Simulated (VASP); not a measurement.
Wanted: the native input for a VASP 6.6.1 run.

```yaml
Task: single point
Functional: LDA
Potentials_or_basis: VASP PAW LDA potentials, release 64 (Rh_pv)
Cutoff: 520 eV
k_mesh: 21 × 21 × 12
Occupations: gaussian, width 0.15 eV
Spin: collinear spin, ferromagnetic start
Starting_moments: "[0.375, 0.375] μB"
Fixed_moment: 0.75 μB
Dipole_correction: no
Further_INCAR_settings: ALGO = Fast; EDIFF = 1e-06; NBANDS = 26
```

The structure of Rh lies in POSCAR:

```
Rh
1.0
    2.7225525176      0.0000000000      0.0000000000
   -1.3612762588      2.3577996434      0.0000000000
    0.0000000000      0.0000000000      4.3837010501
Rh
2
Direct
    0.6666666667      0.3333333333      0.7500000000
    0.3333333333      0.6666666667      0.2500000000
```

This isn't the form of Rh at room conditions, which is fcc.

The input as run:

INCAR

```
PREC = Accurate ; ENCUT = 520
EDIFF = 1E-6 ; ISMEAR = 0
SIGMA = 0.15 ; LREAL = F
LASPH = T ; NELM = 150
ALGO = Fast ; ISIF = 2
LWAVE = F ; LCHARG = F
ISPIN = 2 ; MAGMOM = 0.375 0.375
LORBIT = 11 ; NUPDOWN = 0.75
LMAXMIX = 4 ; NBANDS = 26
```

KPOINTS

```
Automatic mesh
0
Gamma
  21 21 12
```

Potentials or basis: VASP PAW LDA potentials, release 64 (Rh_pv).

Launch:

```console
$ cat potpaw_LDA.64/Rh_pv/POTCAR > POTCAR
$ mpirun -np 1 vasp_std > vasp.out
```

Results of the run:

| Quantity | Value |
| --- | --- |
| Pressure | -14.2 GPa |
| Net moment | 0.75 μB per cell |
| Site moments | Rh +0.37 μB |
| Valence electrons inside the program's atomic spheres | Rh 13.75 |

Caveat: the cell stands under tension; the total moment is fixed, so each spin has its own Fermi level.

It took 2.8 min on 1 thread of Intel(R) Xeon(R) 6975P-C (Granite Rapids) (shared host), peak memory 0.39 GiB.
